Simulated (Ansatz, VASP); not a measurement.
**BN in VASP and in Ansatz**

File INCAR:

```
  PREC = Accurate
  ENCUT = 520
  EDIFF = 1E-7
  ISMEAR = 0
  SIGMA = 0.05
  LREAL = F
  LASPH = T
  NELM = 60
  ALGO = Normal
  ISIF = 2
  LWAVE = F
  LCHARG = F
  GGA = PE
  NBANDS = 36
```

The input KPOINTS:

```
regular mesh
0
Gamma
  10 10 2
```

File POSCAR:

```
BN
1.0
    1.8123485118     -1.8123485118      0.0000000000
    1.8123485118      0.0000000000     -1.8123485118
    9.9679168151      5.8901326636      5.8901326636
B N
6 6
Direct
    0.7031500000     -0.2968500000      0.3958000000
    0.1614833333      0.1614833333      0.2291333333
    0.2448166667      0.2448166667      0.5624666667
    0.3281500000      0.3281500000      0.8958000000
   -0.2135166667     -0.2135166667      0.7291333333
    0.6198166667      0.6198166667      0.0624666667
    0.3385666667      0.3385666667      0.4374666667
   -0.2031000000     -0.2031000000      0.2708000000
   -0.1197666667     -0.1197666667      0.6041333333
   -0.0364333333     -0.0364333333      0.9374666667
   -0.5781000000     -0.5781000000      0.7708000000
    0.2552333333      0.2552333333      0.1041333333
```

Input for Ansatz:

```yaml
crystal:
  lattice:
    - [1.8123485118, -1.8123485118, 0.0]
    - [1.8123485118, 0.0, -1.8123485118]
    - [9.9679168151, 5.8901326636, 5.8901326636]
  atoms:
    - { symbol: B, position: [0.70315, -0.29685, 0.3958] }
    - { symbol: B, position: [0.1614833333, 0.1614833333, 0.2291333333] }
    - { symbol: B, position: [0.2448166667, 0.2448166667, 0.5624666667] }
    - { symbol: B, position: [0.32815, 0.32815, 0.8958] }
    - { symbol: B, position: [-0.2135166667, -0.2135166667, 0.7291333333] }
    - { symbol: B, position: [0.6198166667, 0.6198166667, 0.0624666667] }
    - { symbol: "N", position: [0.3385666667, 0.3385666667, 0.4374666667] }
    - { symbol: "N", position: [-0.2031, -0.2031, 0.2708] }
    - { symbol: "N", position: [-0.1197666667, -0.1197666667, 0.6041333333] }
    - { symbol: "N", position: [-0.0364333333, -0.0364333333, 0.9374666667] }
    - { symbol: "N", position: [-0.5781, -0.5781, 0.7708] }
    - { symbol: "N", position: [0.2552333333, 0.2552333333, 0.1041333333] }
basis:
  ecutwfc: 420
kpoints:
  mp_grid: { grid: [10, 10, 2] }
hamiltonian:
  xc: pbe
scf:
  occupations: { method: gaussian, width: 0.05 }
output:
  forces: true
  stress: true
  eigenvalues: true
```

Alike in both runs: task single point; functional PBE; k mesh 10 × 10 × 2; occupations gaussian, width 0.05 eV; no spin polarisation.

|  | VASP | Ansatz |
| --- | --- | --- |
| version | VASP 6.6.1 | Ansatz 0.2.0 |
| potentials or method | VASP PAW PBE potentials, release 64 (B, N), cutoff 520 eV | scalar-relativistic, plane waves, PAW |
| valence electrons in the cell | 48 | 48 |

Ansatz gave:

```
gap on the k mesh at the Fermi level (eV)                     : 2.56
least direct gap on the mesh (eV)                             : 3.91
pressure (GPa)                                                : -0.3
traceless stress, the component that is largest in VASP (GPa) : 7.74
rms of the force components (eV/Å)                            : 0.578
```

Which values does VASP return?

gap on the k mesh at the Fermi level (eV): 2.56; least direct gap on the mesh (eV): 3.90; pressure (GPa): -0.1; traceless stress, the component that is largest in VASP (GPa): 7.72; rms of the force components (eV/Å): 0.577.

Atom by atom the forces differ by 0.003 eV/Å (rms over components). The functional is the same, so the differences come from potentials, cutoffs and numerics.
